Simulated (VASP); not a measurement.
# Mg3Te (P6/mmm) in VASP: a series of runs

The runs below take Mg3Te through single point, with PBE.

Program: VASP 6.6.1. These are calculated values, not measurements. Logs are shortened: lines on timing, memory, paths and dates and some standing lists are left out, and cuts for length are marked.

## 1. The cell of the first run

Symmetry: P6/mmm, No. 191, hexagonal system. Conventional cell: a = 4.616 Å, b = 4.616 Å, c = 10.272 Å, α = 90.00°, β = 90.00°, γ = 120.00°. Within 3.5 Å of Mg (site symmetry 3m) lie 7 Mg at 2.66 to 3.01 Å and 3 Te at 2.85 Å. Within 3.2 Å of Mg (site symmetry 6/mmm) lie 2 Te at 2.40 Å and 12 Mg at 3.01 Å. Mg (site symmetry 6/mmm) has 2 Te at 2.74 Å within 3.6 Å. Within 3.2 Å of Te (site symmetry 6mm) lie 8 Mg at 2.40 to 2.85 Å.

## 2. Single point, PBE

File INCAR:

```
PREC     = Accurate       # precision mode
ENCUT    = 520            # plane-wave cutoff, eV
EDIFF    = 1E-7           # SCF threshold, eV
ISMEAR   = 0              # smearing method
SIGMA    = 0.1            # smearing width, eV
LREAL    = False          # projectors in reciprocal space
LASPH    = True           # aspherical terms in the spheres
NELM     = 100            # most SCF steps
ALGO     = Fast           # electronic algorithm
ISIF     = 2              # what is computed and relaxed
LWAVE    = False          # write WAVECAR
LCHARG   = False          # write CHGCAR
GGA      = PE             # functional
NBANDS   = 22             # bands
```

File KPOINTS:

```
Automatic mesh
0
Gamma
  6 6 2
```

File POSCAR:

```
Mg3Te
1.0
    4.6157288600      0.0000000000      0.0000000000
   -2.3078644300      3.9973384500      0.0000000000
    0.0000000000      0.0000000000     10.2724522400
Mg Te
6 2
Direct
    0.3333333300      0.6666666700      0.1357106100
    0.3333333300      0.6666666700      0.8642893900
    0.6666666700      0.3333333300      0.8642893900
    0.6666666700      0.3333333300      0.1357106100
    0.0000000000      0.0000000000      0.0000000000
    0.0000000000      0.0000000000      0.5000000000
    0.0000000000      0.0000000000      0.2336746100
    0.0000000000      0.0000000000      0.7663253900
```

Potentials or basis: VASP PAW PBE potentials, release 64 (Mg, Te).

The run is started by

```console
cat potpaw_PBE.64/Mg/POTCAR potpaw_PBE.64/Te/POTCAR > POTCAR
mpirun -np 1 vasp_std > vasp.out
```

OUTCAR:

```text
PREC = Accurate
   ENCUT = 520
   EDIFF = 1E-7
   ISMEAR = 0
   LREAL = False
   LASPH = True
   NELM = 100
   ISIF = 2
   GGA = PE

 ion  position               nearest neighbor table
   1  0.333  0.667  0.136-   4 2.66   4 2.66   4 2.66   2 2.79   7 2.85   7 2.85   7 2.85   5 3.01
                             5 3.01   5 3.01
   2  0.333  0.667  0.864-   3 2.66   3 2.66   3 2.66   1 2.79   8 2.85   8 2.85   8 2.85   5 3.01
                             5 3.01   5 3.01
   3  0.667  0.333  0.864-   2 2.66   2 2.66   2 2.66   4 2.79   8 2.85   8 2.85   8 2.85   5 3.01
                             5 3.01   5 3.01
   4  0.667  0.333  0.136-   1 2.66   1 2.66   1 2.66   3 2.79   7 2.85   7 2.85   7 2.85   5 3.01
                             5 3.01   5 3.01
   5  0.000  0.000  0.000-   7 2.40   8 2.40   3 3.01   4 3.01   1 3.01   2 3.01   3 3.01   4 3.01
                             1 3.01   2 3.01   3 3.01   4 3.01   1 3.01   2 3.01
   6  0.000  0.000  0.500-   7 2.74   8 2.74
   7  0.000  0.000  0.234-   5 2.40   6 2.74   1 2.85   4 2.85   4 2.85   1 2.85   4 2.85   1 2.85

   8  0.000  0.000  0.766-   5 2.40   6 2.74   2 2.85   3 2.85   3 2.85   2 2.85   3 2.85   2 2.85

  LATTYP: Found a hexagonal cell.
 ALAT       =     4.6157288600
 C/A-ratio  =     2.2255319911

  Lattice vectors:

 A1 = (   4.6157288600,   0.0000000000,   0.0000000000)
 A2 = (  -2.3078644300,   3.9973384500,   0.0000000000)
 A3 = (   0.0000000000,   0.0000000000,  10.2724522400)

Analysis of symmetry for initial positions (statically):
=====================================================================
 Subroutine PRICEL returns:
 Original cell was already a primitive cell.

 Routine SETGRP: Setting up the symmetry group for a
 hexagonal supercell.

 Subroutine GETGRP returns: Found 24 space group operations
 (whereof 24 operations were pure point group operations)
 out of a pool of 24 trial point group operations.

The static configuration has the point symmetry D_6h.

Analysis of symmetry for dynamics (positions and initial velocities):
=====================================================================
 Subroutine PRICEL returns:
 Original cell was already a primitive cell.

 Routine SETGRP: Setting up the symmetry group for a
 hexagonal supercell.

 Subroutine GETGRP returns: Found 24 space group operations
 (whereof 24 operations were pure point group operations)
 out of a pool of 24 trial point group operations.

The dynamic configuration has the point symmetry D_6h.

 Subroutine INISYM returns: Found 24 space group operations
 (whereof 24 operations are pure point group operations),
 and found     1 'primitive' translations

----------------------------------------------------------------------------------------

                                     Primitive cell

  volume of cell :     189.5332

  direct lattice vectors                    reciprocal lattice vectors
     4.615728860  0.000000000  0.000000000     0.216650507  0.125083229  0.000000000
    -2.307864430  3.997338450  0.000000000     0.000000000  0.250166458  0.000000000
     0.000000000  0.000000000 10.272452240     0.000000000  0.000000000  0.097347739

  length of vectors
     4.615728860  4.615728860 10.272452240     0.250166458  0.250166458  0.097347739

  position of ions in fractional coordinates (direct lattice)
     0.333333330  0.666666670  0.135710610
     0.333333330  0.666666670  0.864289390
     0.666666670  0.333333330  0.864289390
     0.666666670  0.333333330  0.135710610
     0.000000000  0.000000000  0.000000000
     0.000000000  0.000000000  0.500000000
     0.000000000  0.000000000  0.233674610
     0.000000000  0.000000000  0.766325390

  ion indices of the primitive-cell ions
   primitive index   ion index
                 1           1
                 2           2
                 3           3
                 4           4
                 5           5
                 6           6
                 7           7
                 8           8

----------------------------------------------------------------------------------------

 KPOINTS: Automatic mesh

Automatic generation of k-mesh.
 Grid dimensions read from file:
 generate k-points for:    6    6    2

 Generating k-lattice:

  Cartesian coordinates                     Fractional coordinates (reciprocal lattice)
     0.036108418  0.020847205  0.000000000     0.166666667 -0.000000000  0.000000000
     0.000000000  0.041694410  0.000000000     0.000000000  0.166666667  0.000000000
     0.000000000  0.000000000  0.048673870     0.000000000  0.000000000  0.500000000

  Length of vectors
     0.041694410  0.041694410  0.048673870

  Shift w.r.t. Gamma in fractional coordinates (k-lattice)
     0.000000000  0.000000000  0.000000000

 Subroutine IBZKPT returns following result:
 ===========================================

 Found     14 irreducible k-points:

 Following reciprocal coordinates:
            Coordinates               Weight
  0.000000  0.000000  0.000000      1.000000
  0.166667 -0.000000  0.000000      6.000000
  0.333333  0.000000  0.000000      6.000000
  0.500000  0.000000  0.000000      3.000000
  0.166667  0.166667  0.000000      6.000000
  0.333333  0.166667  0.000000     12.000000
  0.333333  0.333333  0.000000      2.000000
  0.000000  0.000000  0.500000      1.000000
  0.166667 -0.000000  0.500000      6.000000
  0.333333  0.000000  0.500000      6.000000
  0.500000  0.000000  0.500000      3.000000
  0.166667  0.166667  0.500000      6.000000
  0.333333  0.166667  0.500000     12.000000
  0.333333  0.333333  0.500000      2.000000
   k-points           NKPTS =     14   k-points in BZ     NKDIM =     14   number of bands    NBANDS=     22
   number of dos      NEDOS =    301   number of ions     NIONS =      8
   total plane-waves  NPLWV = 103680
   dimension x,y,z NGX =    36 NGY =   36 NGZ =   80
   dimension x,y,z NGXF=    72 NGYF=   72 NGZF=  160
   ions per type =               6   2
   NGX,Y,Z   is equivalent  to a cutoff of  12.97, 12.97, 12.95 a.u.
   NGXF,Y,Z  is equivalent  to a cutoff of  25.93, 25.93, 25.89 a.u.
 SYSTEM =  unknown system
   PREC   = accura    normal or accurate (medium, high low for compatibility)
   ISTART =      0    job   : 0-new  1-cont  2-samecut
   ICHARG =      2    charge: 1-file 2-atom 10-const
   ISPIN  =      1    spin polarized calculation?
   LNONCOLLINEAR =      F non collinear calculations
   LSORBIT =      F    spin-orbit coupling
   LASPH  =      T    aspherical Exc in radial PAW
   ENCUT  =  520.0 eV  38.22 Ry    6.18 a.u.   8.58  8.58 19.10*2*pi/ulx,y,z
   NELM   =    100;   NELMIN=  2; NELMDL= -5     # of ELM steps
   EDIFF  = 0.1E-06   stopping-criterion for ELM
   LREAL  =      F    real-space projection
   EDIFFG = 0.1E-05   stopping-criterion for IOM
   NSW    =      0    number of steps for IOM
   IBRION =     -1    ionic relax: 0-MD 1-quasi-New 2-CG
   NFREE  =      0    steps in history (QN), initial steepest desc. (CG)
   ISIF   =      2    stress and relaxation
   ISYM   =      2    0-nonsym 1-usesym 2-fastsym
   POTIM  = 0.5000    time-step for ionic-motion
   TEBEG  =    0.0;   TEEND  =   0.0 temperature during run
   PSTRESS=    0.0 pullay stress
   NELECT =      24.0000    total number of electrons
   NUPDOWN=      -1.0000    fix difference up-down
   EMIN   =  10.00;   EMAX   =-10.00  energy-range for DOS
   EFERMI =   0.00;   METHOD = LEGACY
   ISMEAR =     0;   SIGMA  =   0.10  broadening in eV -4-tet -1-fermi 0-gaus
   EFERMI_NEDOS =   21; number of points for ismear=-14 and -15
   IALGO  =     68    algorithm
   IMIX   =      4    mixing-type and parameters
     AMIX     =   0.40;   BMIX     =  1.00
     AMIX_MAG =   1.60;   BMIX_MAG =  1.00
  volume/ion in A,a.u.               =      23.69       159.88
  Fermi-wavevector in a.u.,A,eV,Ry     =   0.822085  1.553516  9.195143  0.675824
  Thomas-Fermi vector in A             =   1.933358
   LORBIT       =      0    0 simple, 1 ext, 2 COOP (PROOUT), +10 PAW based schemes
   GGA     = PE    functional components
   LHFCALC =     F    Hartree Fock is set to
   AEXX    =    0.0000 exact exchange contribution
   IVDW    =     0    specifies the selected vdW correction
   LEPSILON=     F    determine dielectric tensor
   LRPA    =     F    only Hartree local field effects (RPA)
 non-spin polarized calculation
 RMM-DIIS sequential band-by-band and
 Gauss-broadening in eV      SIGMA  =   0.10
  energy-cutoff  :      520.00
  volume of cell :      189.53
 maximum number of plane-waves:      5118
 NGX is ok and might be reduce to    36
   NGX = 17   NGY = 17   NGZ = 39

 number of electron      24.0000000 magnetization

 Free energy of the ion-electron system (eV)
  ---------------------------------------------------
  ext. energy  EPLUGINS =         0.00000000
  ---------------------------------------------------
  free energy    TOTEN  =       -10.74554357 eV

  energy without entropy =      -10.71206816  energy(sigma->0) =      -10.72880587

 E-fermi :   5.0126     XC(G=0):  -8.6723

 val. band max:        4.9906317175   @ k =   0.1667  -0.0000   0.5000
 cond. band min:       5.0304399707   @ k =   0.3333   0.1667   0.0000
 fundamental gap:      0.0398082532
 Fermi energy:         5.0125977993

 k-point     1 :       0.0000    0.0000    0.0000
  band No.  band energies     occupation
      1      -8.8969      2.00000
      2      -8.6612      2.00000
      3      -2.5381      2.00000
      4      -0.5268      2.00000
      5       0.6113      2.00000
      6       0.6113      2.00000
[... 14 lines left out ...]
     21       9.0824      0.00000
     22       9.0824      0.00000

 k-point     2 :       0.1667   -0.0000    0.0000
  band No.  band energies     occupation
      1      -8.7893      2.00000
      2      -8.5639      2.00000
      3      -2.4076      2.00000
      4      -0.4964      2.00000
      5      -0.4877      2.00000
      6      -0.0309      2.00000
[... 14 lines left out ...]
     21       8.7921      0.00000
     22       8.9072      0.00000
[... 273 lines left out ...]
     21       9.0911      0.00000
     22       9.7445      0.00000

 k-point    14 :       0.3333    0.3333    0.5000
  band No.  band energies     occupation
      1      -8.3304      2.00000
      2      -8.1957      2.00000
      3      -1.8669      2.00000
      4      -1.8669      2.00000
      5      -1.2573      2.00000
      6      -1.2573      2.00000
[... 14 lines left out ...]
     21       8.8710      0.00000
     22       8.8710      0.00000

------------------------ aborting loop because EDIFF is reached ----------------------------------------

  FORCE on cell =-STRESS in cart. coord.  units (eV):
  Direction    XX          YY          ZZ          XY          YZ          ZX
  --------------------------------------------------------------------------------------
  -------------------------------------------------------------------------------------
  Total       18.5121270     18.5121270     26.6647353      0.0000000      0.0000000     -0.0000000
  in kB      156.4881878    156.4881878    225.4044667      0.0000000      0.0000000     -0.0000000
  external PRESSURE =     179.4602808 kB  Pullay stress =       0.0000000 kB

 VOLUME and BASIS-vectors are now :
 -----------------------------------------------------------------------------
  energy-cutoff  :      520.00
  volume of cell :      189.53
      direct lattice vectors                 reciprocal lattice vectors
     4.615728860  0.000000000  0.000000000     0.216650507  0.125083229  0.000000000
    -2.307864430  3.997338450  0.000000000     0.000000000  0.250166458  0.000000000
     0.000000000  0.000000000 10.272452240     0.000000000  0.000000000  0.097347739

 POSITION                                       TOTAL-FORCE (eV/Angst)
 -----------------------------------------------------------------------------------
     -0.00000      2.66489      1.39408        -0.000000      0.000000     -0.418992
     -0.00000      2.66489      8.87837        -0.000000      0.000000      0.418992
      2.30786      1.33245      8.87837         0.000000     -0.000000      0.418992
      2.30786      1.33245      1.39408         0.000000     -0.000000     -0.418992
      0.00000      0.00000      0.00000        -0.000000     -0.000000      0.000000
      0.00000      0.00000      5.13623        -0.000000     -0.000000      0.000000
      0.00000      0.00000      2.40041         0.000000     -0.000000      4.027611
      0.00000      0.00000      7.87204        -0.000000     -0.000000     -4.027611
 -----------------------------------------------------------------------------------
    total drift:                               -0.000000      0.000000      0.000000

  FREE ENERGIE OF THE ION-ELECTRON SYSTEM (eV)
  ---------------------------------------------------
  free  energy   TOTEN  =       -10.7455435665 eV

  energy  without entropy=      -10.7120681640  energy(sigma->0) =      -10.72880587
```

It took 44 s on 1 thread of Intel Xeon 6975P-C (Granite Rapids), shared host; peak memory 0.33 GiB.

What came out:

| Item | Value |
| --- | --- |
| Free energy | -10.7455 eV |
| Pressure | 17.9 GPa |
| Largest force | 4.028 eV/Å |
| Band gap on the k mesh | zero (band 12 reaches 5.91 eV, above the bottom of band 13 at 4.57 eV) |

Forces in eV/Å, atoms in the order of the input:
```
Mg   0.000  0.000 -0.419
Mg   0.000  0.000  0.419
Mg   0.000  0.000  0.419
Mg   0.000  0.000 -0.419
Mg   0.000  0.000  0.000
Mg   0.000  0.000  0.000
Te   0.000  0.000  4.028
Te   0.000  0.000 -4.028
```

Levels at points of the mesh, in eV from the Fermi level:
| k point | band 10 | band 11 | band 12 | band 13 | band 14 | band 15 |
| --- | --- | --- | --- | --- | --- | --- |
| (0.00, 0.00, 0.00) | -1.14 | -0.86 | -0.44 | -0.44 | -0.09 | 0.92 |
| (0.50, 0.00, 0.00) | -2.84 | -0.88 | -0.58 | -0.05 | 0.43 | 0.91 |
| (0.00, 0.00, 0.50) | -1.65 | -0.46 | -0.44 | -0.44 | -0.40 | 0.90 |
| (0.50, 0.00, 0.50) | -2.63 | -0.98 | -0.54 | 0.05 | 0.22 | 0.64 |

Caveat: spin-orbit coupling is left out, which moves the levels of the heavy elements; forces of over 1 eV/Å act on the atoms, so gaps and moduli don't describe the material at rest.

## 3. Single point, PBE

This run uses another cell than the first one, of 32.88 Å³/atom, 1.388 times its volume.

File INCAR:

```
SYSTEM = Mg3Te
PREC = Accurate ; ENCUT = 520
EDIFF = 1E-6 ; ISMEAR = 0
SIGMA = 0.1 ; LREAL = .FALSE.
LASPH = .TRUE. ; NELM = 60
ALGO = Normal ; ISIF = 2
LWAVE = .FALSE. ; LCHARG = .TRUE.
GGA = PE ; LELF = .TRUE.
LVHAR = .TRUE. ; NBANDS = 22
```

File KPOINTS:

```
Automatic mesh
0
G
  6 6 2
  0 0 0
```

File POSCAR:

```
Mg3Te
1.0
    4.9481384483      0.0000000000      0.0000000000
   -2.4740692242      4.2852135977      0.0000000000
    0.0000000000      0.0000000000     12.4035267185
Mg Te
6 2
Direct
    0.3333333333      0.6666666667      0.1311548956
    0.3333333333      0.6666666667      0.8688451044
    0.6666666667      0.3333333333      0.8688451044
    0.6666666667      0.3333333333      0.1311548956
    0.0000000000      0.0000000000      0.0000000000
    0.0000000000      0.0000000000      0.5000000000
    0.0000000000      0.0000000000      0.2821832634
    0.0000000000      0.0000000000      0.7178167366
```

Potentials or basis: VASP PAW PBE potentials, release 64 (Mg, Te).

The run is started by

```console
cat potpaw_PBE.64/Mg/POTCAR potpaw_PBE.64/Te/POTCAR > POTCAR
mpirun -np 1 vasp_std > vasp.out
```

Wall time 56 s (1 thread of Intel Xeon 6975P-C (Granite Rapids), shared host); peak memory 0.39 GiB.

It converged, with:

```
Free energy            : -14.9723 eV
Pressure               : 0.1 GPa
Largest force          : 0.018 eV/Å
Band gap on the k mesh : zero (band 12 reaches 3.22 eV, above the bottom of band 13 at 2.11 eV)
```

Forces in eV/Å, atoms in the order of the input:
```
Mg   0.000  0.000 -0.018
Mg   0.000  0.000  0.018
Mg   0.000  0.000  0.018
Mg   0.000  0.000 -0.018
Mg   0.000  0.000  0.000
Mg   0.000  0.000  0.000
Te   0.000  0.000  0.012
Te   0.000  0.000 -0.012
```

Stress tensor (GPa, compression positive):
```
0.04 0.00 0.00
0.00 0.04 0.00
0.00 0.00 0.19
```

Levels at points of the mesh, in eV from the Fermi level:
```csv
k point,band 10,band 11,band 12,band 13,band 14,band 15
"(0.00, 0.00, 0.00)",-0.94,-0.34,0.85,0.85,1.11,1.67
"(0.50, 0.00, 0.00)",-2.34,-0.33,-0.20,-0.07,-0.04,0.79
"(0.00, 0.00, 0.50)",-1.85,0.26,0.85,0.85,1.32,1.59
"(0.50, 0.00, 0.50)",-2.01,-0.77,-0.74,0.00,0.04,1.26
```

Caveat: spin-orbit coupling is left out, which moves the levels of the heavy elements.
